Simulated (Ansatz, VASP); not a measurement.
Al2B2As in VASP and in Ansatz

```xyz
5
Lattice="3.5553 0.0000 0.0000 0.0000 3.5553 0.0000 0.0000 0.0000 5.7785" Properties=species:S:1:pos:R:3 pbc="T T T"
Al    0.0000    0.0000    0.0000
Al    1.7776    1.7776    2.8893
B     1.7776    1.7776    5.0099
B     1.7776    1.7776    0.7686
As    0.0000    0.0000    2.8893
```

Alike in both runs: functional PBE; k mesh 6 × 6 × 4; occupations gaussian, width 0.1 eV; no spin polarisation.

Ansatz relaxed the structure, and its values are those at the end. VASP's run is a single point on that final structure, the one shown.

|  | VASP | Ansatz |
| --- | --- | --- |
| version | VASP 6.6.1 | Ansatz 0.2.0 |
| potentials or method | VASP PAW PBE potentials, release 64 (Al, B, As), cutoff 520 eV | scalar-relativistic, plane waves, PAW |
| valence electrons in the cell | 17 | 27 |

Ansatz gave:

| Item | Value |
| --- | --- |
| gap on the k mesh at the Fermi level (eV) | none |
| pressure (GPa) | -0.2 |
| rms of the force components (eV/Å) | 0.012 |

What did VASP give for the same quantities?

gap on the k mesh at the Fermi level (eV): none; pressure (GPa): -0.1; rms of the force components (eV/Å): 0.021.

A gap of «none» marks a metal or a gap that the smearing closes. With one functional, cell and mesh, what is left measures potentials, basis and numerics. VASP's potentials hold 17 valence electrons a cell and Ansatz's 27, so a difference there can come from the potentials and not from the codes.
